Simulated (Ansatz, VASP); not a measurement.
**Sr in VASP and in Ansatz**

Contents of INCAR:

```
SYSTEM = Sr
PREC = Accurate
ENCUT = 520
EDIFF = 1E-7
ISMEAR = 0
SIGMA = 0.15
LREAL = .FALSE.
LASPH = .TRUE.
NELM = 80
ALGO = Fast
ISIF = 2
LWAVE = .FALSE.
LCHARG = .FALSE.
GGA = PE
NBANDS = 17
```

File KPOINTS:

```
regular mesh
0
G
  12 12 6
  0 0 0
```

POSCAR

```
Sr
1.0
    3.8836584904      0.0000000000      0.0000000000
   -1.9418292452      3.7699053302      0.0000000000
    0.0000000000      0.0000000000      7.5042481023
Sr
2
Direct
    0.3333333333      0.6666666667      0.2500000000
    0.6666666667      0.3333333333      0.7500000000
```

Input for Ansatz:

```yaml
crystal:
  lattice:
    - [3.8836584904, 0.0, 0.0]
    - [-1.9418292452, 3.7699053302, 0.0]
    - [0.0, 0.0, 7.5042481023]
  atoms:
    - { symbol: Sr, position: [0.3333333333, 0.6666666667, 0.25] }
    - { symbol: Sr, position: [0.6666666667, 0.3333333333, 0.75] }
basis:
  ecutwfc: 420
kpoints:
  mp_grid: { grid: [12, 12, 6] }
hamiltonian:
  xc: pbe
scf:
  occupations: { method: gaussian, width: 0.15 }
output:
  forces: true
  stress: true
  eigenvalues: true
  write_density: true
  write_potential: true
  elf: true
  volumetric_format: npy
```

Change from the starting cell: strain +e along x and -e along y -0.0550, strain +e along z and -e/2 along x and y +0.0700.

Alike in both runs: task single point; functional PBE; k mesh 12 × 12 × 6; occupations gaussian, width 0.15 eV; no spin polarisation.

```csv
,VASP,Ansatz
version,VASP 6.6.1,Ansatz 0.2.0
potentials or method,"VASP PAW PBE potentials, release 64 (Sr_sv), cutoff 520 eV","scalar-relativistic, plane waves, PAW"
valence electrons in the cell,20,20
```

```csv
,VASP,Ansatz,Ansatz less VASP
gap on the k mesh at the Fermi level (eV),none,none,-
pressure (GPa),0.2,0.2,-0.01
"traceless stress, the component that is largest in VASP (GPa)",2.51,2.51,-0.003
rms of the force components (eV/Å),0.040,0.040,-0.0002
```

Atom by atom the forces differ by 0.000 eV/Å (rms over components). A gap of «none» marks a metal or a gap that the smearing closes.
